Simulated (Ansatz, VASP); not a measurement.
# Two plane-wave programs on HfO2

```
Hf O
1.0
     5.09593    0.00000   -0.01279
     0.00000    5.17677    0.00000
    -0.86799    0.00000    5.19921
Hf O
4 8
Direct
  0.27714 0.04297 0.20817
  0.72286 0.54297 0.29183
  0.72286 0.95703 0.79183
  0.27714 0.45703 0.70817
  0.44715 0.75816 0.47997
  0.55285 0.25816 0.02003
  0.55285 0.24184 0.52003
  0.44715 0.74184 0.97997
  0.07116 0.33720 0.34099
  0.92884 0.83720 0.15901
  0.92884 0.66280 0.65901
  0.07116 0.16280 0.84099
```

Alike in both runs: functional PBEsol; k mesh 6 × 6 × 6; no spin polarisation.

Ansatz relaxed the structure, and its values are those at the end. VASP's run is a single point on that final structure, the one shown.

```csv
,VASP,Ansatz
version,VASP 6.6.1,Ansatz 0.2.0
potentials or method,"VASP PAW PBE potentials, release 64 (Hf_pv, O), cutoff 520 eV","scalar-relativistic, plane waves, PAW"
occupations,"gaussian, width 0.01 eV",fixed
valence electrons in the cell,88,152
```

```csv
,VASP,Ansatz,Ansatz less VASP
gap on the k mesh at the Fermi level (eV),3.93,3.97,+0.035
least direct gap on the mesh (eV),4.03,4.06,+0.038
pressure (GPa),-3.0,0.0,+3.02
rms of the force components (eV/Å),0.032,0.000,-0.0317
```

VASP's potentials were made for PBE, not for PBEsol. VASP's potentials hold 88 valence electrons a cell and Ansatz's 152, so a difference there can come from the potentials and not from the codes.

Spin-orbit coupling is off throughout.
